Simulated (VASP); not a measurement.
# AlO2 (Pn-3m) in VASP: further runs, part 2 of 2

VASP 6.6.1. The steps go on from the part before.

### 4 Single point, PBE, collinear spin, ferromagnetic start

File INCAR:

```
SYSTEM = AlO2
PREC     = Accurate       ! precision mode
ENCUT    = 520            ! plane-wave cutoff, eV
EDIFF    = 1E-6           ! SCF threshold, eV
ISMEAR   = 0              ! smearing method
SIGMA    = 0.1            ! smearing width, eV
LREAL    = .FALSE.        ! projectors in reciprocal space
LASPH    = .TRUE.         ! aspherical terms in the spheres
NELM     = 150            ! most SCF steps
ALGO     = Normal         ! electronic algorithm
ISIF     = 2              ! what is computed and relaxed
LWAVE    = .FALSE.        ! write WAVECAR
LCHARG   = .FALSE.        ! write CHGCAR
ISPIN    = 2              ! spin polarisation
MAGMOM   = 0 0 0.46 0.46 0.46 0.46 ! initial moments
LORBIT   = 11             ! projections on sites
GGA      = PE             ! functional
NBANDS   = 28             ! bands
```

File KPOINTS:

```
Automatic mesh
0
G
  10 10 10
  0 0 0
```

File POSCAR:

```
AlO2
1.0
    4.0818818907      0.0000000000      0.0000000000
    0.0000000000      4.0818818907      0.0000000000
    0.0000000000      0.0000000000      4.0818818907
Al O
2 4
Direct
    0.0000000000      0.0000000000      0.0000000000
    0.5000000000      0.5000000000      0.5000000000
    0.2500000000      0.2500000000      0.2500000000
    0.2500000000      0.7500000000      0.7500000000
    0.7500000000      0.7500000000      0.2500000000
    0.7500000000      0.2500000000      0.7500000000
```

Potentials or basis: VASP PAW PBE potentials, release 64 (Al, O).

Run with:

```sh
cat potpaw_PBE.64/Al/POTCAR potpaw_PBE.64/O/POTCAR > POTCAR
mpirun -np 1 vasp_std > vasp.out
```

OUTCAR:

```text
SYSTEM = AlO2
   PREC = Accurate
   ENCUT = 520
   EDIFF = 1E-6
   ISMEAR = 0
   LREAL = .FALSE.
   LASPH = .TRUE.
   NELM = 150
   ISIF = 2
   ISPIN = 2
   LORBIT = 11
   GGA = PE

 ion  position               nearest neighbor table
   1  0.000  0.000  0.000-   3 1.77   4 1.77   5 1.77   6 1.77
   2  0.500  0.500  0.500-   3 1.77   4 1.77   5 1.77   6 1.77
   3  0.250  0.250  0.250-   1 1.77   2 1.77
   4  0.250  0.750  0.750-   1 1.77   2 1.77
   5  0.750  0.750  0.250-   1 1.77   2 1.77
   6  0.750  0.250  0.750-   1 1.77   2 1.77

  LATTYP: Found a simple cubic cell.
 ALAT       =     4.0818818907

  Lattice vectors:

 A1 = (   4.0818818907,   0.0000000000,   0.0000000000)
 A2 = (   0.0000000000,   4.0818818907,   0.0000000000)
 A3 = (   0.0000000000,   0.0000000000,   4.0818818907)

Analysis of symmetry for initial positions (statically):
=====================================================================
 Subroutine PRICEL returns:
 Original cell was already a primitive cell.

 Routine SETGRP: Setting up the symmetry group for a
 simple cubic supercell.

 Subroutine GETGRP returns: Found 48 space group operations
 (whereof 24 operations were pure point group operations)
 out of a pool of 48 trial point group operations.

The static configuration has the point symmetry T_d .
 The point group associated with its full space group is O_h .

Analysis of symmetry for dynamics (positions and initial velocities):
=====================================================================
 Subroutine PRICEL returns:
 Original cell was already a primitive cell.

 Routine SETGRP: Setting up the symmetry group for a
 simple cubic supercell.

 Subroutine GETGRP returns: Found 48 space group operations
 (whereof 24 operations were pure point group operations)
 out of a pool of 48 trial point group operations.

The dynamic configuration has the point symmetry T_d .
 The point group associated with its full space group is O_h .

Analysis of structural, dynamic, and magnetic symmetry:
=====================================================================
 Subroutine PRICEL returns:
 Original cell was already a primitive cell.

 Routine SETGRP: Setting up the symmetry group for a
 simple cubic supercell.

 Subroutine GETGRP returns: Found 48 space group operations
 (whereof 24 operations were pure point group operations)
 out of a pool of 48 trial point group operations.

The overall configuration has the point symmetry T_d .
 The point group associated with its full space group is O_h .

 Subroutine INISYM returns: Found 48 space group operations
 (whereof 24 operations are pure point group operations),
 and found     1 'primitive' translations

----------------------------------------------------------------------------------------

                                     Primitive cell

  volume of cell :      68.0113

  direct lattice vectors                    reciprocal lattice vectors
     4.081881891  0.000000000  0.000000000     0.244985040  0.000000000  0.000000000
     0.000000000  4.081881891  0.000000000     0.000000000  0.244985040  0.000000000
     0.000000000  0.000000000  4.081881891     0.000000000  0.000000000  0.244985040

  length of vectors
     4.081881891  4.081881891  4.081881891     0.244985040  0.244985040  0.244985040

  position of ions in fractional coordinates (direct lattice)
     0.000000000  0.000000000  0.000000000
     0.500000000  0.500000000  0.500000000
     0.250000000  0.250000000  0.250000000
[... 94 lines left out ...]
   PSTRESS=    0.0 pullay stress
   NELECT =      30.0000    total number of electrons
   NUPDOWN=      -1.0000    fix difference up-down
   EMIN   =  10.00;   EMAX   =-10.00  energy-range for DOS
   EFERMI =   0.00;   METHOD = LEGACY
   ISMEAR =     0;   SIGMA  =   0.10  broadening in eV -4-tet -1-fermi 0-gaus
   EFERMI_NEDOS =   21; number of points for ismear=-14 and -15
   IALGO  =     38    algorithm
   IMIX   =      4    mixing-type and parameters
     AMIX     =   0.40;   BMIX     =  1.00
     AMIX_MAG =   1.60;   BMIX_MAG =  1.00
  volume/ion in A,a.u.               =      11.34        76.49
  Fermi-wavevector in a.u.,A,eV,Ry     =   1.246201  2.354979 21.130083  1.553017
  Thomas-Fermi vector in A             =   2.380389
   LORBIT       =     11    0 simple, 1 ext, 2 COOP (PROOUT), +10 PAW based schemes
   GGA     = PE    functional components
   LHFCALC =     F    Hartree Fock is set to
   AEXX    =    0.0000 exact exchange contribution
   IVDW    =     0    specifies the selected vdW correction
   LEPSILON=     F    determine dielectric tensor
   LRPA    =     F    only Hartree local field effects (RPA)
 spin polarized calculation
 Gauss-broadening in eV      SIGMA  =   0.10
  energy-cutoff  :      520.00
  volume of cell :       68.01
 maximum number of plane-waves:      1856
   NGX = 15   NGY = 15   NGZ = 15

 number of electron      29.9999972 magnetization       1.9999681

 Free energy of the ion-electron system (eV)
  ---------------------------------------------------
  ext. energy  EPLUGINS =         0.00000000
  ---------------------------------------------------
  free energy    TOTEN  =       -38.97709982 eV

  energy without entropy =      -38.94900390  energy(sigma->0) =      -38.96305186

 E-fermi :   2.3524     XC(G=0): -10.0652

 val. band max:        2.3521961642   @ k =   0.4000   0.1000   0.0000
 cond. band min:       2.3629998430   @ k =   0.3000   0.1000   0.0000
 fundamental gap:      0.0108036788
 Fermi energy:         2.3523576361

 spin component 1

 k-point     1 :       0.0000    0.0000    0.0000
  band No.  band energies     occupation
      1     -16.0502      1.00000
      2     -14.4526      1.00000
      3     -14.4526      1.00000
      4     -14.4526      1.00000
      5      -3.9836      1.00000
      6      -1.2750      1.00000
[... 709 lines left out ...]
     26      17.9678      0.00000
     27      18.3833      0.00000

 [... further k-points ...]

 spin component 2

 k-point     1 :       0.0000    0.0000    0.0000
  band No.  band energies     occupation
      1     -15.3801      1.00000
      2     -13.6750      1.00000
      3     -13.6750      1.00000
      4     -13.6750      1.00000
      5      -3.7608      1.00000
      6      -0.9065      1.00000
[... 709 lines left out ...]
     26      18.3339      0.00000
     27      18.5220      0.00000

 [... further k-points ...]

 [bands above 27 left out]

------------------------ aborting loop because EDIFF is reached ----------------------------------------

  FORCE on cell =-STRESS in cart. coord.  units (eV):
  Direction    XX          YY          ZZ          XY          YZ          ZX
  --------------------------------------------------------------------------------------
  -------------------------------------------------------------------------------------
  Total       -0.0635997     -0.0635997     -0.0635997      0.0000000     -0.0000000      0.0000000
  in kB       -1.4982498     -1.4982498     -1.4982498      0.0000000     -0.0000000      0.0000000
  external PRESSURE =      -1.4982498 kB  Pullay stress =       0.0000000 kB

 VOLUME and BASIS-vectors are now :
 -----------------------------------------------------------------------------
  energy-cutoff  :      520.00
  volume of cell :       68.01
      direct lattice vectors                 reciprocal lattice vectors
     4.081881891  0.000000000  0.000000000     0.244985040  0.000000000  0.000000000
     0.000000000  4.081881891  0.000000000     0.000000000  0.244985040  0.000000000
     0.000000000  0.000000000  4.081881891     0.000000000  0.000000000  0.244985040

 POSITION                                       TOTAL-FORCE (eV/Angst)
 -----------------------------------------------------------------------------------
      0.00000      0.00000      0.00000        -0.000000      0.000000     -0.000000
      2.04094      2.04094      2.04094        -0.000000      0.000000     -0.000000
      1.02047      1.02047      1.02047         0.000000      0.000000      0.000000
      1.02047      3.06141      3.06141        -0.000000     -0.000000     -0.000000
      3.06141      3.06141      1.02047         0.000000      0.000000      0.000000
      3.06141      1.02047      3.06141         0.000000     -0.000000      0.000000
 -----------------------------------------------------------------------------------
    total drift:                                0.000000      0.000000      0.000000

  FREE ENERGIE OF THE ION-ELECTRON SYSTEM (eV)
  ---------------------------------------------------
  free  energy   TOTEN  =       -38.9770998208 eV

  energy  without entropy=      -38.9490039048  energy(sigma->0) =      -38.96305186

 total charge

# of ion       s       p       d       tot
------------------------------------------
    1        0.332   0.432   0.000   0.764
    2        0.332   0.432   0.000   0.764
    3        1.566   3.464   0.000   5.031
    4        1.566   3.464   0.000   5.031
    5        1.566   3.464   0.000   5.031
    6        1.566   3.464   0.000   5.031
--------------------------------------------------
tot          6.930  14.721   0.000  21.651

 magnetization (x)

# of ion       s       p       d       tot
------------------------------------------
    1       -0.006  -0.008   0.000  -0.014
    2       -0.006  -0.008   0.000  -0.014
    3        0.006   0.420   0.000   0.425
    4        0.006   0.420   0.000   0.425
    5        0.006   0.420   0.000   0.425
    6        0.006   0.420   0.000   0.425
--------------------------------------------------
tot          0.011   1.663   0.000   1.674
```

Run time: 3.7 min. Hardware: 1 thread of Intel Xeon 8259CL, shared host; peak memory 0.28 GiB.

Results:

| Property | Result |
| --- | --- |
| Free energy | -38.9771 eV |
| Pressure | -0.1 GPa |
| Band gap on the k mesh | zero (filled and empty bands overlap) |
| Net moment | 2.00 μB per cell |
| Site moments | Al -0.01; O +0.42 μB |
| Valence electrons inside the program's atomic spheres | Al 0.76; O 5.03 |

Levels at points of the mesh, in eV from the Fermi level:
Spin up:
| k point | band 14 | band 15 | band 16 | band 17 | band 18 | band 19 |
| --- | --- | --- | --- | --- | --- | --- |
| (0.00, 0.00, 0.00) | -0.74 | -0.74 | -0.74 | 5.12 | 7.40 | 7.40 |
| (0.50, 0.00, 0.00) | -1.33 | -1.03 | -1.03 | 7.81 | 7.81 | 9.26 |
| (0.50, 0.50, 0.00) | -1.18 | -0.72 | -0.72 | 9.70 | 9.70 | 9.99 |
| (0.50, 0.50, 0.50) | -0.53 | -0.53 | -0.53 | 8.75 | 10.65 | 10.65 |
Spin down:
| k point | band 10 | band 11 | band 12 | band 13 | band 14 | band 15 | band 16 | band 17 | band 18 | band 19 |
| --- | --- | --- | --- | --- | --- | --- | --- | --- | --- | --- |
| (0.00, 0.00, 0.00) | -2.89 | -0.28 | -0.28 | -0.28 | 0.21 | 0.21 | 0.21 | 5.33 | 7.40 | 7.40 |
| (0.50, 0.00, 0.00) | -1.76 | -1.75 | -1.75 | -0.44 | -0.44 | -0.07 | -0.07 | 8.07 | 8.07 | 9.38 |
| (0.50, 0.50, 0.00) | -2.56 | -1.44 | -1.44 | -0.26 | -0.26 | 0.28 | 0.28 | 9.92 | 9.92 | 10.38 |
| (0.50, 0.50, 0.50) | -1.85 | -1.85 | 0.12 | 0.12 | 0.50 | 0.50 | 0.50 | 8.93 | 10.77 | 10.77 |

### 5 Summary

```csv
task,cell,k mesh,cutoff (eV),gap on the mesh (eV),pressure (GPa),moment (μB)
single point,"a = 4.080 Å, 6 atoms",4 × 4 × 4,520,none,0.2,2.00
relaxation of cell and atoms,"relaxed from a = 3.860 Å, 6 atoms",4 × 4 × 4,600,none,-0.3,2.00
single point,"a = 4.082 Å, 6 atoms",10 × 10 × 10,520,none,-0.1,2.00
```

Alike in all rows: level PBE; potentials or basis VASP PAW PBE potentials, release 64 (Al, O); spin collinear, ferromagnetic start; smearing gaussian 0.1 eV.

Caveats: some runs use coarse meshes.

Total energies depend on the potentials used, so only differences within one code and one set of settings carry meaning.
